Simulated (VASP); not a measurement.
Set up this calculation in VASP 6.6.1, as the native input.

```
Task                   : single point
Functional             : PBE
Potentials or basis    : VASP PAW PBE potentials, release 64 (V_sv)
Cutoff                 : 520 eV
k mesh                 : 12 × 12 × 12
Occupations            : gaussian, width 0.016 eV
Spin                   : collinear spin, ferromagnetic start
Starting moments       : [2.0] μB
Dipole correction      : no
Further INCAR settings : ALGO = Normal; EDIFF = 1e-06; NBANDS = 16
```

The structure of V lies in POSCAR:

```
V
1.0
   -1.5143500000      1.5143500000      1.5143500000
    1.5143500000     -1.5143500000      1.5143500000
    1.5143500000      1.5143500000     -1.5143500000
V
1
Direct
    0.0000000000      0.0000000000      0.0000000000
```

These files were run (other wordings do the same):

INCAR

```
SYSTEM = V
ALGO = Normal
EDIFF = 1E-6
ENCUT = 520
GGA = PE
ISIF = 2
ISMEAR = 0
ISPIN = 2
LASPH = .TRUE.
LCHARG = .FALSE.
LMAXMIX = 4
LORBIT = 11
LREAL = .FALSE.
LWAVE = .FALSE.
MAGMOM = 2
NBANDS = 16
NELM = 150
PREC = Accurate
SIGMA = 0.016
```

KPOINTS

```
k-points
0
G
  12 12 12
  0 0 0
```

Potentials or basis: VASP PAW PBE potentials, release 64 (V_sv).

Launch:

```bash
$ cat potpaw_PBE.64/V_sv/POTCAR > POTCAR
$ mpirun -np 1 vasp_std > vasp.out
```

It gave:

```json
{
  "Pressure": "-5.2 GPa",
  "Net moment": "0.12 μB per cell",
  "Site moments": "V +0.11 μB",
  "Valence electrons inside the program's atomic spheres": "V 11.60"
}
```

It took 31 s on 1 thread of Intel(R) Xeon(R) Platinum 8488C (Sapphire Rapids), on a shared host, peak memory 0.14 GiB.
